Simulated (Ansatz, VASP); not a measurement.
## One calculation of CoSi2, two programs

```xyz
3
Lattice="0.0000 2.7469 2.6799 2.7469 0.0000 2.6799 2.7469 2.7469 0.0000" Properties=species:S:1:pos:R:3 pbc="T T T"
Co    0.0000    0.0000    0.0000
Si    1.3735    1.3735    1.3400
Si    4.1204    4.1204    4.0199
```

Change from the starting cell: strain +0.025 along x and y, +0.000 along z, atoms carried along.

Alike in both runs: task single point; functional PBE; k mesh 16 × 16 × 16; occupations gaussian, width 0.15 eV; no spin polarisation.

|  | VASP | Ansatz |
| --- | --- | --- |
| version | VASP 6.6.1 | Ansatz 0.2.0 |
| potentials or method | VASP PAW PBE potentials, release 64 (Co, Si), cutoff 520 eV | scalar-relativistic, plane waves, PAW |
| valence electrons in the cell | 17 | 25 |

VASP gave:

```
gap on the k mesh at the Fermi level (eV)                     : none
pressure (GPa)                                                : -8.0
traceless stress, the component that is largest in VASP (GPa) : 1.32
```

**Question.** Which values does Ansatz return?

**Answer.** gap on the k mesh at the Fermi level (eV): none; pressure (GPa): -7.8; traceless stress, the component that is largest in VASP (GPa): 1.33.

A gap of «none» marks a metal or a gap that the smearing closes. With one functional, cell and mesh, what is left measures potentials, basis and numerics. VASP's potentials hold 17 valence electrons a cell and Ansatz's 25, so a difference there can come from the potentials and not from the codes.
